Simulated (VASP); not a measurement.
Here is a VASP 6.6.1 calculation.

INCAR

```
SYSTEM = BP
  ALGO = Normal
  EDIFF = 1E-6
  ENCUT = 500
  GGA = PE
  GGA_COMPAT = .FALSE.
  ISIF = 2
  ISMEAR = 0
  LASPH = .TRUE.
  LCHARG = .TRUE.
  LELF = .TRUE.
  LREAL = .FALSE.
  LVHAR = .TRUE.
  LWAVE = .FALSE.
  NBANDS = 11
  NELM = 120
  PREC = Accurate
  SIGMA = 0.01
```

File KPOINTS:

```
k-points
0
G
  3 3 3
  0 0 0
```

The input POSCAR:

```
BP
1.0
    0.0000000000      2.2068040467      2.2068040467
    2.2068040467      0.0000000000      2.2068040467
    2.2068040467      2.2068040467      0.0000000000
B P
1 1
Direct
    0.0000000000      0.0000000000      0.0000000000
    0.2500000000      0.2500000000      0.2500000000
```

Potentials or basis: VASP PAW PBE potentials, release 64 (B, P).

The run is started by

```console
$ cat potpaw_PBE.64/B/POTCAR potpaw_PBE.64/P/POTCAR > POTCAR
$ mpirun -np 1 vasp_std > vasp.out
```

Task: What does it give for the pressure?

Result: 21.3 GPa.

Task: Estimate the band gap on the k mesh.

Result: 1.24 eV, indirect (least direct gap 3.48 eV).

Caveat: the k points lie up to 0.82 Å⁻¹ apart. A k mesh can miss the band edges.
